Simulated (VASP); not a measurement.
Here is a VASP 6.6.1 calculation.

Contents of POSCAR:

```
Fe
1.0
    0.0000000000      1.9154967481      1.9385464314
    1.4781880421      0.0000000000      1.9385464314
    1.4781880421      1.9154967481      0.0000000000
Fe
1
Direct
    0.0000000000      0.0000000000      0.0000000000
```

File INCAR.step1:

```
PREC     = Accurate       # precision mode
ENCUT    = 520            # plane-wave cutoff, eV
ISMEAR   = -1             # smearing method
SIGMA    = 0.05           # smearing width, eV
LREAL    = F              # projectors in reciprocal space
LASPH    = T              # aspherical terms in the spheres
NELM     = 150            # most SCF steps
ISPIN    = 2              # spin polarisation
MAGMOM   = 3              # initial moments
LMAXMIX  = 4              # l up to which the mixer works
NBANDS   = 14             # bands
GGA      = PE             # functional
ALGO     = Normal         # electronic algorithm
EDIFF    = 1E-4           # SCF threshold, eV
LWAVE    = T              # write WAVECAR
LCHARG   = F              # write CHGCAR
```

The input INCAR.step2:

```
PREC     = Accurate       # precision mode
ENCUT    = 520            # plane-wave cutoff, eV
EDIFF    = 1E-6           # SCF threshold, eV
ISMEAR   = -1             # smearing method
SIGMA    = 0.05           # smearing width, eV
LREAL    = F              # projectors in reciprocal space
LASPH    = T              # aspherical terms in the spheres
NELM     = 150            # most SCF steps
ALGO     = Normal         # electronic algorithm
ISIF     = 2              # what is computed and relaxed
LWAVE    = F              # write WAVECAR
LCHARG   = F              # write CHGCAR
ISPIN    = 2              # spin polarisation
MAGMOM   = 3              # initial moments
LORBIT   = 11             # projections on sites
LMAXMIX  = 4              # l up to which the mixer works
METAGGA  = R2SCAN         # meta-GGA
LMIXTAU  = T            
NBANDS   = 14             # bands
ISTART   = 1
```

The input KPOINTS:

```
Automatic mesh
0
Gamma
  13 13 13
```

Potentials or basis: VASP PAW PBE potentials, release 64 (Fe).

Launch:

```bash
$ cat potpaw_PBE.64/Fe/POTCAR > POTCAR
$ cp INCAR.step1 INCAR
$ mpirun -np 1 vasp_std > vasp.out
$ cp INCAR.step2 INCAR
$ mpirun -np 1 vasp_std > vasp.out
```

Question: Estimate the site moments.

Answer: Fe +2.65 μB.

Question: Estimate the pressure.

Answer: 15.6 GPa.

Question: Predict the net moment.

Answer: 2.61 μB per cell.

Stress tensor (GPa, compression positive):
```
11.13  0.00  0.00
 0.00 18.33  0.00
 0.00  0.00 17.42
```

Caveat: the stress differs along the axes, from 11 to 18 GPa; the PAW data sets were made with another functional, which shifts forces and pressure a little.
